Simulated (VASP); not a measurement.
Here is a VASP 6.6.1 calculation.

Contents of POSCAR:

```
TaAs
1.0
    0.0000000000      2.6192812653      2.6192812653
    2.6192812653      0.0000000000      2.6192812653
    2.6192812653      2.6192812653      0.0000000000
Ta As
1 1
Direct
    0.5000000000      0.5000000000      0.5000000000
   -0.0229070474      0.0229070474      0.0229070474
```

The input INCAR.step1:

```
SYSTEM = TaAs
ALGO = Normal
EDIFF = 1E-4
ENCUT = 520
GGA = PE
ISMEAR = 0
LASPH = .TRUE.
LCHARG = .FALSE.
LREAL = .FALSE.
LWAVE = .TRUE.
NBANDS = 15
NELM = 80
PREC = Accurate
SIGMA = 0.05
```

Contents of INCAR.step2:

```
SYSTEM = TaAs
ALGO = Normal
EDIFF = 1E-7
ENCUT = 520
ISIF = 2
ISMEAR = 0
ISTART = 1
LASPH = .TRUE.
LCHARG = .FALSE.
LMIXTAU = .TRUE.
LREAL = .FALSE.
LWAVE = .FALSE.
METAGGA = R2SCAN
NBANDS = 15
NELM = 80
PREC = Accurate
SIGMA = 0.05
```

KPOINTS

```
k-points
0
G
  12 12 12
  0 0 0
```

Potentials or basis: VASP PAW PBE potentials, release 64 (Ta_pv, As).

Command:

```bash
$ cat potpaw_PBE.64/Ta_pv/POTCAR potpaw_PBE.64/As/POTCAR > POTCAR
$ cp INCAR.step1 INCAR
$ mpirun -np 1 vasp_std > vasp.out
$ cp INCAR.step2 INCAR
$ mpirun -np 1 vasp_std > vasp.out
```

Predict the largest force.

0.811 eV/Å.

Predict the band gap on the k mesh.

zero (bands 8 and 9 overlap by 2.27 eV).

Predict the pressure.

1.7 GPa.

Stress tensor (GPa, compression positive):
```
4.97 0.00 0.00
0.00 0.02 0.00
0.00 0.00 0.02
```

Caveat: the cell differs from its parent crystal (atom 2 (As) moved 0.12 Å along x); the PAW data sets were made with another functional, which shifts forces and pressure a little; spin-orbit coupling is left out, which moves the levels of the heavy elements.
